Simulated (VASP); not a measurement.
Set up this calculation in VASP 6.6.1, as the native input.

| Quantity | Value |
| --- | --- |
| Task | single point |
| Functional | PBE |
| Potentials or basis | VASP PAW PBE potentials, release 64 (Rb_sv, Mg, H) |
| Cutoff | 520 eV |
| k mesh | 6 × 6 × 4 |
| Occupations | gaussian, width 0.1 eV |
| Spin | no spin polarisation |
| Dipole correction | no |
| Further INCAR settings | ALGO = Normal; EDIFF = 1e-07; NBANDS = 14 |

The structure of RbMgH2 lies in POSCAR:

```
RbMgH2
1.0
    3.6178603200      0.0000000000      0.0000000000
   -1.8089301600      3.1331589400      0.0000000000
    0.0000000000      0.0000000000      5.6443766300
Rb Mg H
1 1 2
Direct
    0.0000000000      0.0000000000      0.0000000000
    0.0000000000      0.0000000000      0.5000000000
    0.3333333300      0.6666666700      0.0000000000
    0.6666666700      0.3333333300      0.0000000000
```

The cell was built from a structure type or drawn by symmetry, and may not be a known phase.

The input as run:

INCAR

```
PREC     = Accurate       # precision mode
ENCUT    = 520            # plane-wave cutoff, eV
EDIFF    = 1E-7           # SCF threshold, eV
ISMEAR   = 0              # smearing method
SIGMA    = 0.1            # smearing width, eV
LREAL    = False          # projectors in reciprocal space
LASPH    = True           # aspherical terms in the spheres
NELM     = 100            # most SCF steps
ALGO     = Normal         # electronic algorithm
ISIF     = 2              # what is computed and relaxed
LWAVE    = False          # write WAVECAR
LCHARG   = False          # write CHGCAR
GGA      = PE             # functional
NBANDS   = 14             # bands
```

KPOINTS

```
regular mesh
0
Gamma
  6 6 4
```

Potentials or basis: VASP PAW PBE potentials, release 64 (Rb_sv, Mg, H).

The run is started by

```console
$ cat potpaw_PBE.64/Rb_sv/POTCAR potpaw_PBE.64/Mg/POTCAR potpaw_PBE.64/H/POTCAR > POTCAR
$ mpirun -np 1 vasp_std > vasp.out
```

Results of the run:

| Quantity | Value |
| --- | --- |
| Pressure | 16.3 GPa |
| Band gap on the k mesh | zero (an odd number of electrons rules out a gap without spin polarisation) |

Caveat: the cell stands under pressure.

Run time: 18 s on 1 thread of AMD EPYC 7R43 64-Core Processor (Zen 3) (shared host), peak memory 0.14 GiB.
